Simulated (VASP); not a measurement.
# CdTe (F-43m) in VASP: further runs

CdTe is run at these levels: PBEsol; tasks: single point.

All numbers are computed with VASP 6.6.1; they aren't measurements. Logs are shortened: lines on timing, memory, paths and dates and some standing lists are left out, and cuts for length are marked.

## 1. The cell of the first run

It takes space group F-43m (No. 216, cubic). Conventional cell: a = 6.564 Å, b = 6.564 Å, c = 6.564 Å, α = 90.00°, β = 90.00°, γ = 90.00°. Cd (site symmetry -43m) has 4 Te at 2.84 Å within 3.7 Å. Te (site symmetry -43m) has 4 Cd at 2.84 Å within 3.7 Å.

## 2. Single point, PBEsol

File INCAR:

```
SYSTEM = CdTe
PREC = Accurate
ENCUT = 520
EDIFF = 1E-6
ISMEAR = 0
SIGMA = 0.1
LREAL = .FALSE.
LASPH = .TRUE.
NELM = 80
ALGO = Normal
ISIF = 2
LWAVE = .FALSE.
LCHARG = .TRUE.
GGA = PS
LELF = .TRUE.
LVHAR = .TRUE.
NBANDS = 16
```

File KPOINTS:

```
regular mesh
0
G
  6 6 6
  0 0 0
```

File POSCAR:

```
CdTe
1.0
    0.0000000000      3.2821135562      3.2821135562
    3.2821135562      0.0000000000      3.2821135562
    3.2821135562      3.2821135562      0.0000000000
Cd Te
1 1
Direct
    0.0000000000      0.0000000000      0.0000000000
    0.2500000000      0.2500000000      0.2500000000
```

Potentials or basis: VASP PAW PBE potentials, release 64 (Cd, Te).

Started as:

```
$ cat potpaw_PBE.64/Cd/POTCAR potpaw_PBE.64/Te/POTCAR > POTCAR
$ mpirun -np 1 vasp_std > vasp.out
```

OUTCAR:

```text
SYSTEM = CdTe
   PREC = Accurate
   ENCUT = 520
   EDIFF = 1E-6
   ISMEAR = 0
   LREAL = .FALSE.
   LASPH = .TRUE.
   NELM = 80
   ISIF = 2
   GGA = PS

 ion  position               nearest neighbor table
   1  0.000  0.000  0.000-   2 2.84   2 2.84   2 2.84   2 2.84
   2  0.250  0.250  0.250-   1 2.84   1 2.84   1 2.84   1 2.84

  LATTYP: Found a face centered cubic cell.
 ALAT       =     6.5642271124

  Lattice vectors:

 A1 = (   0.0000000000,   3.2821135562,   3.2821135562)
 A2 = (   3.2821135562,   0.0000000000,   3.2821135562)
 A3 = (   3.2821135562,   3.2821135562,   0.0000000000)

Analysis of symmetry for initial positions (statically):
=====================================================================
 Subroutine PRICEL returns:
 Original cell was already a primitive cell.

 Routine SETGRP: Setting up the symmetry group for a
 face centered cubic supercell.

 Subroutine GETGRP returns: Found 24 space group operations
 (whereof 24 operations were pure point group operations)
 out of a pool of 48 trial point group operations.

The static configuration has the point symmetry T_d .

Analysis of symmetry for dynamics (positions and initial velocities):
=====================================================================
 Subroutine PRICEL returns:
 Original cell was already a primitive cell.

 Routine SETGRP: Setting up the symmetry group for a
 face centered cubic supercell.

 Subroutine GETGRP returns: Found 24 space group operations
 (whereof 24 operations were pure point group operations)
 out of a pool of 48 trial point group operations.

The dynamic configuration has the point symmetry T_d .

 Subroutine INISYM returns: Found 24 space group operations
 (whereof 24 operations are pure point group operations),
 and found     1 'primitive' translations

----------------------------------------------------------------------------------------

                                     Primitive cell

  volume of cell :      70.7116

  direct lattice vectors                    reciprocal lattice vectors
     0.000000000  3.282113556  3.282113556    -0.152340859  0.152340859  0.152340859
     3.282113556  0.000000000  3.282113556     0.152340859 -0.152340859  0.152340859
     3.282113556  3.282113556  0.000000000     0.152340859  0.152340859 -0.152340859

  length of vectors
     4.641609504  4.641609504  4.641609504     0.263862109  0.263862109  0.263862109

  position of ions in fractional coordinates (direct lattice)
     0.000000000  0.000000000  0.000000000
     0.250000000  0.250000000  0.250000000

  ion indices of the primitive-cell ions
   primitive index   ion index
                 1           1
                 2           2

----------------------------------------------------------------------------------------

 KPOINTS: regular mesh

Automatic generation of k-mesh.
 Grid dimensions read from file:
 generate k-points for:    6    6    6

 Generating k-lattice:

  Cartesian coordinates                     Fractional coordinates (reciprocal lattice)
    -0.025390143  0.025390143  0.025390143     0.166666667  0.000000000  0.000000000
     0.025390143 -0.025390143  0.025390143     0.000000000  0.166666667  0.000000000
     0.025390143  0.025390143 -0.025390143     0.000000000  0.000000000  0.166666667

  Length of vectors
     0.043977018  0.043977018  0.043977018

  Shift w.r.t. Gamma in fractional coordinates (k-lattice)
     0.000000000  0.000000000  0.000000000

 Subroutine IBZKPT returns following result:
 ===========================================

 Found     16 irreducible k-points:

 Following reciprocal coordinates:
            Coordinates               Weight
  0.000000  0.000000  0.000000      1.000000
  0.166667  0.000000  0.000000      8.000000
  0.333333  0.000000  0.000000      8.000000
  0.500000  0.000000  0.000000      4.000000
  0.166667  0.166667  0.000000      6.000000
  0.333333  0.166667  0.000000     24.000000
[... 8 lines left out ...]
 -0.333333  0.333333  0.166667     24.000000
 -0.333333  0.500000  0.166667     12.000000
   k-points           NKPTS =     16   k-points in BZ     NKDIM =     16   number of bands    NBANDS=     16
   number of dos      NEDOS =    301   number of ions     NIONS =      2
   total plane-waves  NPLWV =  46656
   dimension x,y,z NGX =    36 NGY =   36 NGZ =   36
   dimension x,y,z NGXF=    72 NGYF=   72 NGZF=   72
   ions per type =               1   1
   NGX,Y,Z   is equivalent  to a cutoff of  12.89, 12.89, 12.89 a.u.
   NGXF,Y,Z  is equivalent  to a cutoff of  25.79, 25.79, 25.79 a.u.
 SYSTEM =  CdTe
   PREC   = accura    normal or accurate (medium, high low for compatibility)
   ISTART =      0    job   : 0-new  1-cont  2-samecut
   ICHARG =      2    charge: 1-file 2-atom 10-const
   ISPIN  =      1    spin polarized calculation?
   LNONCOLLINEAR =      F non collinear calculations
   LSORBIT =      F    spin-orbit coupling
   LASPH  =      T    aspherical Exc in radial PAW
   ENCUT  =  520.0 eV  38.22 Ry    6.18 a.u.   8.63  8.63  8.63*2*pi/ulx,y,z
   NELM   =     80;   NELMIN=  2; NELMDL= -5     # of ELM steps
   EDIFF  = 0.1E-05   stopping-criterion for ELM
   LREAL  =      F    real-space projection
   EDIFFG = 0.1E-04   stopping-criterion for IOM
   NSW    =      0    number of steps for IOM
   IBRION =     -1    ionic relax: 0-MD 1-quasi-New 2-CG
   NFREE  =      0    steps in history (QN), initial steepest desc. (CG)
   ISIF   =      2    stress and relaxation
   ISYM   =      2    0-nonsym 1-usesym 2-fastsym
   POTIM  = 0.5000    time-step for ionic-motion
   TEBEG  =    0.0;   TEEND  =   0.0 temperature during run
   PSTRESS=    0.0 pullay stress
   NELECT =      18.0000    total number of electrons
   NUPDOWN=      -1.0000    fix difference up-down
   EMIN   =  10.00;   EMAX   =-10.00  energy-range for DOS
   EFERMI =   0.00;   METHOD = LEGACY
   ISMEAR =     0;   SIGMA  =   0.10  broadening in eV -4-tet -1-fermi 0-gaus
   EFERMI_NEDOS =   21; number of points for ismear=-14 and -15
   IALGO  =     38    algorithm
   IMIX   =      4    mixing-type and parameters
     AMIX     =   0.40;   BMIX     =  1.00
     AMIX_MAG =   1.60;   BMIX_MAG =  1.00
  volume/ion in A,a.u.               =      35.36       238.59
  Fermi-wavevector in a.u.,A,eV,Ry     =   1.037533  1.960654 14.646338  1.076475
  Thomas-Fermi vector in A             =   2.171976
   LORBIT       =      0    0 simple, 1 ext, 2 COOP (PROOUT), +10 PAW based schemes
   GGA     = PS    functional components
   LHFCALC =     F    Hartree Fock is set to
   AEXX    =    0.0000 exact exchange contribution
   IVDW    =     0    specifies the selected vdW correction
   LEPSILON=     F    determine dielectric tensor
   LRPA    =     F    only Hartree local field effects (RPA)
 non-spin polarized calculation
 Gauss-broadening in eV      SIGMA  =   0.10
  energy-cutoff  :      520.00
  volume of cell :       70.71
 maximum number of plane-waves:      1932
 NGX is ok and might be reduce to    36
   NGX = 17   NGY = 17   NGZ = 17

 number of electron      18.0000006 magnetization

 Free energy of the ion-electron system (eV)
  ---------------------------------------------------
  ext. energy  EPLUGINS =         0.00000000
  ---------------------------------------------------
  free energy    TOTEN  =        -5.47592166 eV

  energy without entropy =       -5.47592117  energy(sigma->0) =       -5.47592142

 E-fermi :   2.1590     XC(G=0):  -8.6108

 val. band max:        1.8754621751   @ k =   0.0000   0.0000   0.0000
 cond. band min:       2.4235730134   @ k =   0.0000   0.0000   0.0000
 fundamental gap:      0.5481108383
 Fermi energy:         2.1589747040

 k-point     1 :       0.0000    0.0000    0.0000
  band No.  band energies     occupation
      1      -9.1237      2.00000
      2      -6.2577      2.00000
      3      -6.2577      2.00000
      4      -6.2577      2.00000
      5      -6.0205      2.00000
      6      -6.0205      2.00000
[... 8 lines left out ...]
     15      11.1496      0.00000
     16      11.1496      0.00000

 k-point     2 :       0.1667    0.0000    0.0000
  band No.  band energies     occupation
      1      -9.0308      2.00000
      2      -6.2408      2.00000
      3      -6.2408      2.00000
      4      -6.1796      2.00000
      5      -6.0216      2.00000
      6      -6.0216      2.00000
[... 8 lines left out ...]
     15      10.2732      0.00000
     16      10.2732      0.00000

 k-point     3 :       0.3333    0.0000    0.0000
  band No.  band energies     occupation
      1      -8.8445      2.00000
      2      -6.2116      2.00000
      3      -6.2116      2.00000
      4      -6.0179      2.00000
      5      -6.0179      2.00000
      6      -5.9242      2.00000
[... 8 lines left out ...]
     15      10.6568      0.00000
     16      10.6568      0.00000

 k-point     4 :       0.5000    0.0000    0.0000
  band No.  band energies     occupation
      1      -8.7529      2.00000
      2      -6.2003      2.00000
      3      -6.2003      2.00000
      4      -6.0124      2.00000
      5      -6.0124      2.00000
      6      -5.7041      2.00000
[... 8 lines left out ...]
     15      12.0389      0.00000
     16      12.0389      0.00000
[... 172 lines left out ...]
 k-point    14 :       0.5000    0.3333    0.1667
  band No.  band energies     occupation
      1      -8.7265      2.00000
      2      -6.1713      2.00000
      3      -6.1638      2.00000
      4      -6.0570      2.00000
      5      -6.0089      2.00000
      6      -5.7319      2.00000
[... 8 lines left out ...]
     15      11.9542      0.00000
     16      13.0804      0.00000

 k-point    15 :      -0.3333    0.3333    0.1667
  band No.  band energies     occupation
      1      -8.6688      2.00000
      2      -6.1641      2.00000
      3      -6.1507      2.00000
      4      -6.0425      2.00000
      5      -6.0174      2.00000
      6      -5.5672      2.00000
[... 8 lines left out ...]
     15      12.1563      0.00000
     16      12.8930      0.00000

 k-point    16 :      -0.3333    0.5000    0.1667
  band No.  band energies     occupation
      1      -8.6406      2.00000
      2      -6.1386      2.00000
      3      -6.1373      2.00000
      4      -6.0635      2.00000
      5      -6.0085      2.00000
      6      -5.5253      2.00000
[... 8 lines left out ...]
     15      12.7623      0.00000
     16      13.0136      0.00000

------------------------ aborting loop because EDIFF is reached ----------------------------------------

  FORCE on cell =-STRESS in cart. coord.  units (eV):
  Direction    XX          YY          ZZ          XY          YZ          ZX
  --------------------------------------------------------------------------------------
  -------------------------------------------------------------------------------------
  Total       -0.5106794     -0.5106794     -0.5106794     -0.0000000      0.0000000      0.0000000
  in kB      -11.5709253    -11.5709253    -11.5709253     -0.0000000      0.0000000      0.0000000
  external PRESSURE =     -11.5709253 kB  Pullay stress =       0.0000000 kB

 VOLUME and BASIS-vectors are now :
 -----------------------------------------------------------------------------
  energy-cutoff  :      520.00
  volume of cell :       70.71
      direct lattice vectors                 reciprocal lattice vectors
     0.000000000  3.282113556  3.282113556    -0.152340859  0.152340859  0.152340859
     3.282113556  0.000000000  3.282113556     0.152340859 -0.152340859  0.152340859
     3.282113556  3.282113556  0.000000000     0.152340859  0.152340859 -0.152340859

 POSITION                                       TOTAL-FORCE (eV/Angst)
 -----------------------------------------------------------------------------------
      0.00000      0.00000      0.00000        -0.000000     -0.000000     -0.000000
      1.64106      1.64106      1.64106         0.000000      0.000000      0.000000
 -----------------------------------------------------------------------------------
    total drift:                               -0.000000     -0.000000     -0.000000

  FREE ENERGIE OF THE ION-ELECTRON SYSTEM (eV)
  ---------------------------------------------------
  free  energy   TOTEN  =        -5.4759216620 eV

  energy  without entropy=       -5.4759211711  energy(sigma->0) =       -5.47592142
```

Run time: 24 s. Hardware: 1 thread of AMD EPYC 7R43 (Zen 3), shared host; peak memory 0.17 GiB.

Results:

| Quantity | Value |
| --- | --- |
| Free energy | -5.4759 eV |
| Pressure | -1.2 GPa |
| Band gap on the k mesh | 0.55 eV, direct |

Levels at points of the mesh, in eV from the valence-band top:
| k point | band 5 | band 6 | band 7 | band 8 | band 9 | band 10 | band 11 | band 12 | band 13 | band 14 |
| --- | --- | --- | --- | --- | --- | --- | --- | --- | --- | --- |
| (0.00, 0.00, 0.00) | -7.90 | -7.90 | 0.00 | 0.00 | 0.00 | 0.55 | 4.57 | 4.57 | 4.57 | 7.25 |
| (0.50, 0.00, 0.00) | -7.89 | -7.58 | -4.26 | -0.73 | -0.73 | 1.69 | 5.14 | 5.14 | 6.90 | 8.38 |
| (0.50, 0.50, 0.00) | -7.87 | -7.46 | -4.17 | -1.76 | -1.76 | 2.57 | 2.60 | 8.52 | 8.88 | 8.88 |

Caveat: the PAW data sets were made with another functional, which shifts forces and pressure a little; spin-orbit coupling is left out, which moves the levels of the heavy elements. Expect the measured gap to be larger: semilocal functionals such as PBEsol lack the derivative discontinuity.

## 3. Single point, PBEsol

This run uses another cell than the first one, of 34.19 Å³/atom, 0.967 times its volume.

File INCAR:

```
SYSTEM = CdTe
ALGO = Normal
EDIFF = 1E-6
ENCUT = 520
GGA = PS
ISIF = 2
ISMEAR = 0
LASPH = .True.
LCHARG = .False.
LREAL = .False.
LWAVE = .False.
NBANDS = 16
NELM = 60
PREC = Accurate
SIGMA = 0.02
```

File KPOINTS:

```
k-points
0
Gamma
  8 8 8
  0 0 0
```

File POSCAR:

```
CdTe
1.0
    0.0000000000      3.2455445669      3.2455445669
    3.2455445669      0.0000000000      3.2455445669
    3.2455445669      3.2455445669      0.0000000000
Cd Te
1 1
Direct
    0.0000000000      0.0000000000      0.0000000000
    0.2500000000      0.2500000000      0.2500000000
```

Potentials or basis: VASP PAW PBE potentials, release 64 (Cd, Te).

Started as:

```
$ cat potpaw_PBE.64/Cd/POTCAR potpaw_PBE.64/Te/POTCAR > POTCAR
$ mpirun -np 1 vasp_std > vasp.out
```

It took 34 s on 1 thread of AMD EPYC 7R43 (Zen 3), shared host; peak memory 0.18 GiB.

It converged, with:

```
Free energy            : -5.4895 eV
Pressure               : 0.1 GPa
Band gap on the k mesh : 0.65 eV, direct
```

Levels at points of the mesh, in eV from the valence-band top:
| k point | band 7 | band 8 | band 9 | band 10 | band 11 | band 12 |
| --- | --- | --- | --- | --- | --- | --- |
| (0.00, 0.00, 0.00) | 0.00 | 0.00 | 0.00 | 0.65 | 4.55 | 4.55 |
| (0.50, 0.00, 0.00) | -4.45 | -0.78 | -0.78 | 1.73 | 5.13 | 5.13 |
| (0.50, 0.50, 0.00) | -4.33 | -1.87 | -1.87 | 2.50 | 2.60 | 8.70 |

Caveat: the PAW data sets were made with another functional, which shifts forces and pressure a little; spin-orbit coupling is left out, which moves the levels of the heavy elements. PBEsol gaps usually lie below the measured ones, often by a third to a half.

## 4. Single point, PBEsol

This run uses another cell than the first one, of 34.19 Å³/atom, 0.967 times its volume.

File INCAR:

```
  PREC = Accurate
  ENCUT = 520
  EDIFF = 1E-6
  ISMEAR = 0
  SIGMA = 0.02
  LREAL = False
  LASPH = True
  NELM = 100
  ALGO = Normal
  ISIF = 2
  LWAVE = False
  LCHARG = True
  GGA = PS
  LELF = True
  LVHAR = True
  NBANDS = 16
```

File KPOINTS:

```
regular mesh
0
Gamma
  8 8 8
```

POSCAR is that of step 3.

Started as:

```
$ cat potpaw_PBE.64/Cd/POTCAR potpaw_PBE.64/Te/POTCAR > POTCAR
$ mpirun -np 1 vasp_std > vasp.out
```

Run time: 31 s. Hardware: 1 thread of AMD EPYC 7R43 (Zen 3), shared host; peak memory 0.18 GiB.

It converged, with:

```
Free energy            : -5.4895 eV
Pressure               : 0.1 GPa
Band gap on the k mesh : 0.65 eV, direct
```

Levels at points of the mesh, in eV from the valence-band top:
```
           k point  band 6  band 7  band 8  band 9  band 10  band 11  band 12  band 13
(0.00, 0.00, 0.00)   -7.98    0.00    0.00    0.00     0.65     4.55     4.55     4.55
(0.50, 0.00, 0.00)   -7.64   -4.45   -0.78   -0.78     1.73     5.13     5.13     6.93
(0.50, 0.50, 0.00)   -7.50   -4.33   -1.87   -1.87     2.50     2.60     8.70     9.05
```

Caveat: the PAW data sets were made with another functional, which shifts forces and pressure a little; spin-orbit coupling is left out, which moves the levels of the heavy elements.
